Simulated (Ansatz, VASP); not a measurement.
**ZnF2: VASP beside Ansatz**

```xyz
6
Lattice="4.7034 0.0000 0.0000 0.0000 4.7034 0.0000 0.0000 0.0000 3.1268" Properties=species:S:1:pos:R:3 pbc="T T T"
Zn    0.0000    0.0000    0.0000
Zn    2.3517    2.3517    1.5634
F     1.4260    1.4260    0.0000
F     0.9257    3.7777    1.5634
F     3.2773    3.2773    0.0000
F     3.7777    0.9257    1.5634
```

Alike in both runs: task single point; functional r2SCAN; k mesh 4 × 4 × 6; no spin polarisation.

|  | VASP | Ansatz |
| --- | --- | --- |
| version | VASP 6.6.1 | Ansatz 0.2.0 |
| potentials or method | VASP PAW PBE potentials, release 64 (Zn, F) | plane waves, PAW |
| plane-wave cutoff (eV) | 660 | 500 |
| occupations | gaussian, width 0.01 eV | fixed |
| valence electrons in the cell | 52 | 52 |

VASP gave:

| Item | Value |
| --- | --- |
| gap on the k mesh at the Fermi level (eV) | 4.22 |
| pressure (GPa) | 0.3 |
| traceless stress, the component that is largest in VASP (GPa) | 0.16 |
| rms of the force components (eV/Å) | 0.007 |

Problem. Estimate Ansatz's values.

Solution. gap on the k mesh at the Fermi level (eV): 4.28; pressure (GPa): 0.0; traceless stress, the component that is largest in VASP (GPa): 0.00; rms of the force components (eV/Å): 0.000.

VASP's potentials were made for PBE, not for r2SCAN. Atom by atom the forces differ by 0.007 eV/Å (rms over components).
